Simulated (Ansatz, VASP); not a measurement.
## Two plane-wave programs on AlN

File POSCAR:

```
AlN
1.0
    0.0100943423      2.0188684513      2.0188684513
    2.0188684513      0.0100943423      2.0188684513
    2.0289627935      2.0289627935     -0.0000000001
Al N
1 1
Direct
    0.0000000000      0.0000000000      0.0000000000
    0.5000000000      0.5000000000      0.5000000000
```

INCAR.step1

```
SYSTEM = AlN
  PREC = Accurate
  ENCUT = 520
  ISMEAR = 0
  SIGMA = 0.01
  LREAL = .False.
  LASPH = .True.
  NELM = 100
  NBANDS = 11
  GGA = PE
  ALGO = Normal
  EDIFF = 1E-4
  LWAVE = .True.
  LCHARG = .False.
```

File INCAR.step2:

```
SYSTEM = AlN
  PREC = Accurate
  ENCUT = 520
  EDIFF = 1E-6
  ISMEAR = 0
  SIGMA = 0.01
  LREAL = .False.
  LASPH = .True.
  NELM = 100
  ALGO = Normal
  ISIF = 2
  LWAVE = .False.
  LCHARG = .False.
  METAGGA = R2SCAN
  LMIXTAU = .True.
  NBANDS = 11
  ISTART = 1
```

Contents of KPOINTS:

```
regular mesh
0
Gamma
  10 10 10
  0 0 0
```

Input for Ansatz:

```yaml
crystal:
  lattice:
    - [0.0100943423, 2.0188684513, 2.0188684513]
    - [2.0188684513, 0.0100943423, 2.0188684513]
    - [2.0289627935, 2.0289627935, -1.0e-10]
  atoms:
    - { symbol: Al, position: [0.0, 0.0, 0.0] }
    - { symbol: "N", position: [0.5, 0.5, 0.5] }
kpoints:
  mp_grid: { grid: [10, 10, 10] }
  band_path:
    path:
      - [0.0, 0.0, 0.0]
      - [0.5, 0.0, 0.5]
      - [0.625, 0.25, 0.625]
      - [0.375, 0.375, 0.75]
      - [0.5, 0.5, 0.5]
      - [0.5, 0.25, 0.75]
    npoints: 1
hamiltonian:
  xc: r2scan
scf:
  occupations: { method: fixed }
  n_extra_bands: 4
output:
  forces: true
  stress: true
  eigenvalues: true
```

Change from the starting cell: shear_xy strain +1.0%.

Alike in both runs: task single point; functional r2SCAN; k mesh 10 × 10 × 10; no spin polarisation.

```csv
,VASP,Ansatz
version,VASP 6.6.1,Ansatz 0.2.0
potentials or method,"VASP PAW PBE potentials, release 64 (Al, N)","plane waves, PAW"
plane-wave cutoff (eV),520,500
occupations,"gaussian, width 0.01 eV",fixed
valence electrons in the cell,8,8
```

```csv
,VASP,Ansatz,Ansatz less VASP
gap on the k mesh at the Fermi level (eV),5.40,5.40,-0.001
pressure (GPa),-0.8,0.0,+0.78
"traceless stress, the component that is largest in VASP (GPa)",-3.39,-3.39,+0.003
```

VASP's potentials were made for PBE, not for r2SCAN.
